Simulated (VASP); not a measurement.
# BP (F-43m) in VASP: a series of runs, part 2 of 4

VASP 6.6.1. The steps go on from the part before.

### 3 Vibrations by perturbation theory, LDA

This run uses another cell than the first one, of 10.70 Å³/atom, 0.940 times its volume.

Input file INCAR:

```
SYSTEM = BP
  ALGO = Normal
  EDIFF = 1E-8
  ENCUT = 520
  GGA = CA
  IBRION = 8
  ISIF = 2
  ISMEAR = 0
  LASPH = .TRUE.
  LCHARG = .FALSE.
  LEPSILON = .TRUE.
  LREAL = .FALSE.
  LWAVE = .FALSE.
  NELM = 100
  NSW = 1
  PREC = Accurate
  SIGMA = 0.01
```

Input file KPOINTS:

```
k-points
0
G
  10 10 10
  0 0 0
```

Input file POSCAR:

```
BP
1.0
    0.0000000000      2.2034501388      2.2034501388
    2.2034501388      0.0000000000      2.2034501388
    2.2034501388      2.2034501388      0.0000000000
B P
1 1
Direct
    0.0000000000      0.0000000000      0.0000000000
    0.7500000000      0.7500000000      0.7500000000
```

Potentials or basis: VASP PAW LDA potentials, release 64 (B, P).

Command:

```console
$ cat potpaw_LDA.64/B/POTCAR potpaw_LDA.64/P/POTCAR > POTCAR
$ mpirun -np 1 vasp_std > vasp.out
```

OUTCAR:

```text
SYSTEM = BP
   EDIFF = 1E-8
   ENCUT = 520
   GGA = CA
   IBRION = 8
   ISIF = 2
   ISMEAR = 0
   LASPH = .TRUE.
   LEPSILON = .TRUE.
   LREAL = .FALSE.
   NELM = 100
   NSW = 1
   PREC = Accurate

 ion  position               nearest neighbor table
   1  0.000  0.000  0.000-   2 1.91   2 1.91   2 1.91   2 1.91
   2  0.750  0.750  0.750-   1 1.91   1 1.91   1 1.91   1 1.91

  LATTYP: Found a face centered cubic cell.
 ALAT       =     4.4069002776

  Lattice vectors:

 A1 = (   0.0000000000,   2.2034501388,   2.2034501388)
 A2 = (   2.2034501388,   0.0000000000,   2.2034501388)
 A3 = (   2.2034501388,   2.2034501388,   0.0000000000)

Analysis of symmetry for initial positions (statically):
=====================================================================
 Subroutine PRICEL returns:
 Original cell was already a primitive cell.

 Routine SETGRP: Setting up the symmetry group for a
 face centered cubic supercell.

 Subroutine GETGRP returns: Found 24 space group operations
 (whereof 24 operations were pure point group operations)
 out of a pool of 48 trial point group operations.

The static configuration has the point symmetry T_d .

Analysis of symmetry for dynamics (positions and initial velocities):
=====================================================================
 Subroutine PRICEL returns:
 Original cell was already a primitive cell.

 Routine SETGRP: Setting up the symmetry group for a
 face centered cubic supercell.

 Subroutine GETGRP returns: Found 24 space group operations
 (whereof 24 operations were pure point group operations)
 out of a pool of 48 trial point group operations.

The dynamic configuration has the point symmetry T_d .

 Subroutine INISYM returns: Found 24 space group operations
 (whereof 24 operations are pure point group operations),
 and found     1 'primitive' translations

----------------------------------------------------------------------------------------

                                     Primitive cell

  volume of cell :      21.3963

  direct lattice vectors                    reciprocal lattice vectors
     0.000000000  2.203450139  2.203450139    -0.226916866  0.226916866  0.226916866
     2.203450139  0.000000000  2.203450139     0.226916866 -0.226916866  0.226916866
     2.203450139  2.203450139  0.000000000     0.226916866  0.226916866 -0.226916866

  length of vectors
     3.116149070  3.116149070  3.116149070     0.393031541  0.393031541  0.393031541

  position of ions in fractional coordinates (direct lattice)
     0.000000000  0.000000000  0.000000000
     0.750000000  0.750000000  0.750000000
[... 453 lines left out ...]
 -----------------------------------------------------------------------------
    -0.00047 -0.26319  0.00000
    -0.26319 -0.00047  0.00000
     0.00000  0.00000  0.00017

--------------------------------------- Ionic step        4  -------------------------------------------

------------------------ aborting loop because EDIFF is reached ----------------------------------------

[... ionic steps 5 to 6 ...]

--------------------------------------- Ionic step        7  -------------------------------------------

 Free energy of the ion-electron system (eV)
  ---------------------------------------------------
  ---------------------------------------------------
  free energy    TOTEN  =        -0.04104137 eV

  energy without entropy =       -0.04104137

------------------------ aborting loop because EDIFF is reached ----------------------------------------

 INTERNAL STRAIN TENSOR  FOR ION    2  DIRECTION 1   (eV/Angst):
 -----------------------------------------------------------------------------
    -0.00915  0.00000  0.00000
     0.00000  0.00742 10.17711
     0.00000 10.17711  0.00742

 MACROSCOPIC STATIC DIELECTRIC TENSOR (including local field effects in DFT)
 ------------------------------------------------------
           9.269870    -0.000000    -0.000000
           0.000000     9.269870    -0.000000
          -0.000000     0.000000     9.269870
 ------------------------------------------------------

 PIEZOELECTRIC TENSOR (including local field effects)  for field in x, y, z        (e  Angst)
          XX          YY          ZZ          XY          YZ          ZX
  --------------------------------------------------------------------------------
  x    -0.00000     0.00000    -0.00000     0.00000    -0.34752     0.00000
  y     0.00000    -0.00000    -0.00000     0.00000     0.00000    -0.34752
  z     0.00000    -0.00000     0.00000    -0.34752     0.00000     0.00000

 PIEZOELECTRIC TENSOR (including local field effects)  for field in x, y, z        (C/m^2)
          XX          YY          ZZ          XY          YZ          ZX
  --------------------------------------------------------------------------------
  x    -0.00000     0.00000    -0.00000     0.00000    -0.26022     0.00000
  y     0.00000    -0.00000    -0.00000     0.00000     0.00000    -0.26022
  z     0.00000    -0.00000     0.00000    -0.26022     0.00000     0.00000

 BORN EFFECTIVE CHARGES (including local field effects) (in |e|, cummulative output)
 ---------------------------------------------------------------------------------
 ion    1
    1    -0.80547    -0.00000     0.00000
    2     0.00000    -0.80547    -0.00000
    3     0.00000    -0.00000    -0.80547
 ion    2
    1     0.80547     0.00000    -0.00000
    2     0.00000     0.80547     0.00000
    3     0.00000     0.00000     0.80547

 INTERNAL STRAIN TENSOR FOR ION    2 for displacements in x,y,z  (eV/Angst):
          X           Y           Z          XY          YZ          ZX
  --------------------------------------------------------------------------------
  x     0.00000     0.00000     0.00000     0.00000    10.17711     0.00000
  y     0.00000     0.00000     0.00000     0.00000     0.00000    10.17711
  z     0.00000     0.00000     0.00000    10.17711     0.00000     0.00000

 SECOND DERIVATIVES (NOT SYMMETRIZED)
 ------------------------------------
               1X          1Y          1Z          2X          2Y          2Z
  1X   -22.127537    0.000000    0.000000   22.127537    0.000000    0.000000
  1Y     0.000000  -22.127537    0.000000    0.000000   22.127537    0.000000
  1Z     0.000000    0.000000  -22.127537    0.000000    0.000000   22.127537
  2X    22.124162    0.000000    0.000000  -22.124162    0.000000    0.000000
  2Y     0.000000   22.124162    0.000000    0.000000  -22.124162    0.000000
  2Z     0.000000    0.000000   22.124162    0.000000    0.000000  -22.124162

 Eigenvectors and eigenvalues of the dynamical matrix
 ----------------------------------------------------

   1 f  =   25.976900 THz   163.217674 2PiTHz  866.496103 cm-1   107.431776 meV
             X         Y         Z           dx          dy          dz
      0.000000  0.000000  0.000000    -0.000000    0.860988    0.000000
      3.305175  3.305175  3.305175    -0.000000   -0.508626    0.000000
[... 21 lines left out ...]
   6 f/i=    0.000868 THz     0.005451 2PiTHz    0.028940 cm-1     0.003588 meV
             X         Y         Z           dx          dy          dz
      0.000000  0.000000  0.000000     0.425713    0.062337    0.271262
      3.305175  3.305175  3.305175     0.720635    0.105522    0.459185

--------------------------------------------------------------------------------------------------------

 MACROSCOPIC STATIC DIELECTRIC TENSOR IONIC CONTRIBUTION
 ------------------------------------------------------
           0.247987     0.000000    -0.000000
           0.000000     0.247987     0.000000
          -0.000000     0.000000     0.247987
 ------------------------------------------------------

 ELASTIC MODULI CONTR FROM IONIC RELAXATION (kBar)
 Direction    XX          YY          ZZ          XY          YZ          ZX
 --------------------------------------------------------------------------------
 XX          -0.0000      0.0000      0.0000      0.0000     -0.0000     -0.0000
 YY           0.0000     -0.0000      0.0000      0.0000      0.0000      0.0000
 ZZ           0.0000      0.0000     -0.0000     -0.0000      0.0000     -0.0000
 XY           0.0000      0.0000     -0.0000   -367.5909      0.0000      0.0000
 YZ          -0.0000      0.0000      0.0000      0.0000   -367.5909      0.0000
 ZX          -0.0000      0.0000     -0.0000      0.0000      0.0000   -367.5909
 --------------------------------------------------------------------------------

 PIEZOELECTRIC TENSOR IONIC CONTR  for field in x, y, z        (C/m^2)
          XX          YY          ZZ          XY          YZ          ZX
  --------------------------------------------------------------------------------
  x     0.00000    -0.00000    -0.00000    -0.00000     0.28410     0.00000
  y     0.00000    -0.00000     0.00000     0.00000     0.00000     0.28410
  z    -0.00000    -0.00000     0.00000     0.28410     0.00000     0.00000
```

OSZICAR:

```text
N       E                     dE             d eps       ncg     rms          rms(c)
DAV:   1     0.933931695952E+01    0.93393E+01   -0.41934E+03   752   0.900E+02
DAV:   2    -0.151662863796E+02   -0.24506E+02   -0.23365E+02  1184   0.115E+02
DAV:   3    -0.154029974815E+02   -0.23671E+00   -0.23671E+00   864   0.152E+01
DAV:   4    -0.154035195585E+02   -0.52208E-03   -0.52208E-03  1240   0.732E-01
[... 142 lines left out ...]
RMM:   7    -0.410423608452E-01   -0.81681E-06    0.90846E-07  4649   0.653E-04    0.158E-04
RMM:   8    -0.410415534215E-01    0.80742E-06    0.27893E-07  4670   0.157E-04    0.779E-05
RMM:   9    -0.410413576882E-01    0.19573E-06    0.94927E-08  4839   0.507E-05    0.115E-05
RMM:  10    -0.410413714289E-01   -0.13741E-07    0.29523E-08  4846   0.908E-06    0.880E-06
RMM:  11    -0.410413654376E-01    0.59913E-08   -0.45118E-09  4301   0.334E-06    0.798E-07
 Linear response finished
```

stdout:

```text
POSCAR found type information on POSCAR B P
 POSCAR found :  2 types and       2 ions
 scaLAPACK will be used
 LDA part: xc-table for (Slater(with rela. corr.)+CA(PZ))
 , standard interpolation
 POSCAR, INCAR and KPOINTS ok, starting setup
 FFT: planning ... GRIDC
 FFT: planning ... GRID_SOFT
 FFT: planning ... GRID
[... 24 lines left out ...]
 Linear response to external field, progress :
  Direction:   3
 dielectric tensor                  component  3 :     1.610     2.105     9.270
 Linear response DOF=           2
 Linear response progress:
 first order change of Fermi-energy   0.10982E-03
 force on displaced ion       1 direction 1 : -22.128  -0.000  -0.000
 Born effective charge ion    1 direction 1 :  -0.816   0.000   0.000
 Linear response progress:
 first order change of Fermi-energy   0.11110E-03
 force on displaced ion       2 direction 1 : -22.124  -0.000  -0.000
 Born effective charge ion    2 direction 1 :   0.798   0.000   0.000
 Born effective charges drift removed
 Linear response finished
```

It took 88 s on 1 thread of Intel Xeon 6975P-C, shared host; peak memory 0.19 GiB.

Results:

| Item | Value |
| --- | --- |
| Electronic dielectric tensor (diagonal) | 9.27 |
| Born charges (mean of the diagonal) | B -0.81; P +0.81 e |
| Highest phonon frequency at Γ, LO-TO splitting left out | 866 cm⁻¹ |

Phonon frequencies in cm⁻¹ (negative: imaginary):
```tsv
q point	frequencies
(0.000, 0.000, 0.000)	0 0 0 866 866 866
```

Electronic dielectric tensor:
```
9.27 0.00 0.00
0.00 9.27 0.00
0.00 0.00 9.27
```

Born effective charge tensors (e):
atom 1, B
```
-0.81  0.00  0.00
 0.00 -0.81  0.00
 0.00  0.00 -0.81
```
atom 2, P
```
0.81 0.00 0.00
0.00 0.81 0.00
0.00 0.00 0.81
```

Caveat: the cell wasn't relaxed at this level first, which shifts response properties.

(Continued in part 3 of 4.)
